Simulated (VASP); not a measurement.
The system is Na.

```xyz
1
Lattice="-2.1410 2.1410 2.1410 2.1410 -2.1410 2.1410 2.1410 2.1410 -2.1410" Properties=species:S:1:pos:R:3 pbc="T T T"
Na    0.0000    0.0000    0.0000
```

| Property | Result |
| --- | --- |
| Program | VASP 6.6.1 |
| Task | relaxation of cell and atoms |
| Functional | PBE |
| Potentials or basis | VASP PAW PBE potentials, release 64 (Na_pv) |
| Cutoff | 600 eV |
| k mesh | 9 × 9 × 9 |
| Occupations | fermi-dirac, width 0.05 eV |
| Spin | no spin polarisation |

At the start: pressure -0.4 GPa; volume 39.26 Å³/atom.

Task: How do energy, volume and symmetry change on relaxing?

Result: Over 9 steps the energy falls by 3.3 meV/atom and the volume is 36.71 Å³/atom (-6.5 %); space group Im-3m (No. 229, to 0.05 Å).

The path:
```tsv
step	energy change (eV)	largest force (eV/Å)	pressure (GPa)	volume (Å³)
1	0.0000	0.0000	-0.42	39.26
2	-0.0014	0.0000	-0.32	38.67
3	-0.0024	0.0000	-0.22	38.12
4	-0.0033	0.0000	-0.16	37.02
5	-0.0006	0.0000	0.54	34.89
6	-0.0033	0.0000	0.16	36.51
7	-0.0034	0.0000	-0.09	36.77
8	-0.0033	0.0000	0.09	36.64
9	-0.0033	0.0000	0.00	36.71
```

Final structure:
```xyz
1
Lattice="-2.0936 2.0936 2.0936 2.0936 -2.0936 2.0936 2.0936 2.0936 -2.0936" Properties=species:S:1:pos:R:3 pbc="T T T"
Na    0.0000    0.0000    0.0000
```
